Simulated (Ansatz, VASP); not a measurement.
## SiN: VASP beside Ansatz

INCAR

```
SYSTEM = SiN
ALGO = Normal
EDIFF = 1E-6
EDIFFG = -0.01
ENCUT = 600
GGA = PE
IBRION = 2
ISIF = 3
ISMEAR = 0
LASPH = .True.
LCHARG = .False.
LREAL = .False.
LWAVE = .False.
NELM = 80
NSW = 100
PREC = Accurate
SIGMA = 0.02
```

Contents of KPOINTS:

```
k-points
0
Gamma
  6 4 10
  0 0 0
```

The input POSCAR:

```
SiN
1.0
    4.8197335081      0.0000000000      0.0000000000
    0.0000000000      7.2817912096      0.0000000000
    0.0000000000      0.0000000000      2.9037970474
Si N
4 4
Direct
    0.9606139482      0.8393309846      0.0000000000
    0.4606139482      0.6606690154      0.5000000000
    0.0393860518      0.1606690154      0.0000000000
    0.5393860518      0.3393309846      0.5000000000
    0.2805331481      0.7227921925      0.0000000000
    0.7805331481      0.7772078075      0.5000000000
    0.7194668519      0.2772078075      0.0000000000
    0.2194668519      0.2227921925      0.5000000000
```

Input for Ansatz:

```yaml
crystal:
  lattice:
    - [4.8197335081, 0.0, 0.0]
    - [0.0, 7.2817912096, 0.0]
    - [0.0, 0.0, 2.9037970474]
  atoms:
    - { symbol: Si, position: [0.9606139482, 0.8393309846, 0.0] }
    - { symbol: Si, position: [0.4606139482, 0.6606690154, 0.5] }
    - { symbol: Si, position: [0.0393860518, 0.1606690154, 0.0] }
    - { symbol: Si, position: [0.5393860518, 0.3393309846, 0.5] }
    - { symbol: "N", position: [0.2805331481, 0.7227921925, 0.0] }
    - { symbol: "N", position: [0.7805331481, 0.7772078075, 0.5] }
    - { symbol: "N", position: [0.7194668519, 0.2772078075, 0.0] }
    - { symbol: "N", position: [0.2194668519, 0.2227921925, 0.5] }
basis:
  ecutwfc: 420
kpoints:
  mp_grid: { grid: [6, 4, 10] }
hamiltonian:
  xc: pbe
scf:
  occupations: { method: gaussian, width: 0.02 }
output:
  forces: true
  stress: true
  eigenvalues: true
relax:
  adjacent_minimum: "off"
  f_tol: 0.01
  max_steps: 80
  cell: { stress_tol: 0.05 }
```

Alike in both runs: task relaxation of cell and atoms; functional PBE; k mesh 6 × 4 × 10; occupations gaussian, width 0.02 eV; no spin polarisation.

|  | VASP | Ansatz |
| --- | --- | --- |
| version | VASP 6.6.1 | Ansatz 0.2.0 |
| potentials or method | VASP PAW PBE potentials, release 64 (Si, N), cutoff 600 eV | scalar-relativistic, plane waves, PAW |
| valence electrons in the cell | 36 | 36 |

|  | VASP | Ansatz | Ansatz less VASP |
| --- | --- | --- | --- |
| gap on the k mesh at the Fermi level, each at its own relaxed structure (eV) | 1.61 | 1.61 | 0.000 |
| relaxed volume (Å³/atom) | 12.72 | 12.75 | +0.030 |
| relaxed cell length with the largest relative difference (Å) | 4.823 | 4.830 | +0.0071 |
